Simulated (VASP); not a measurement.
Input of a VASP 6.6.1 run:

INCAR

```
PREC     = Accurate       # precision mode
ENCUT    = 520            # plane-wave cutoff, eV
EDIFF    = 1E-6           # SCF threshold, eV
ISMEAR   = 0              # smearing method
SIGMA    = 0.1            # smearing width, eV
LREAL    = False          # projectors in reciprocal space
LASPH    = True           # aspherical terms in the spheres
NELM     = 80             # most SCF steps
ALGO     = Normal         # electronic algorithm
ISIF     = 2              # what is computed and relaxed
LWAVE    = False          # write WAVECAR
LCHARG   = False          # write CHGCAR
LDIPOL   = True         
IDIPOL   = 3            
DIPOL    = 0.5 0.5 0.365
GGA      = PE             # functional
IBRION   = 2              # ionic algorithm
NSW      = 36             # ionic steps
EDIFFG   = -0.025         # ionic threshold
```

The input KPOINTS:

```
Automatic mesh
0
Gamma
  8 8 1
```

POSCAR

```
Ta4C
1.0
    3.3189671336      0.0000000000      0.0000000000
    0.0000000000      3.3189671336      0.0000000000
    0.0000000000      0.0000000000     20.2996557667
Ta C
4 1
Selective dynamics
Direct
    0.5000000000      0.5000000000      0.1970476764  F F F
    0.0000000000      0.0000000000      0.2787970216  F F F
    0.5000000000      0.5000000000      0.3599139024  F F F
    0.0000000000      0.0000000000      0.4334879304  F F F
    0.0000000000      0.0000000000      0.5546722514  F F T
```

Potentials or basis: VASP PAW PBE potentials, release 64 (Ta_pv, C).

The run is started by

```console
$ cat potpaw_PBE.64/Ta_pv/POTCAR potpaw_PBE.64/C/POTCAR > POTCAR
$ mpirun -np 1 vasp_std > vasp.out
```

Q: Predict the band gap on the k mesh.

A: Zero (bands 24 and 25 overlap by 0.41 eV).

Q: What does it give for the energy gained by relaxing?

A: 198.2 meV/atom.

The path:
| step | energy change (eV) | largest force on free atoms (eV/Å) | pressure (GPa) |
| --- | --- | --- | --- |
| 1 | 0.0000 | 2.6375 | -4.09 |
| 2 | -0.3363 | 2.6090 | -3.86 |
| 3 | -0.9910 | 0.0685 | -1.78 |
| 4 | -0.9909 | 0.0789 | -1.69 |
| 5 | -0.9912 | 0.0084 | -1.74 |

Caveat: spin-orbit coupling is left out, which moves the levels of the heavy elements.
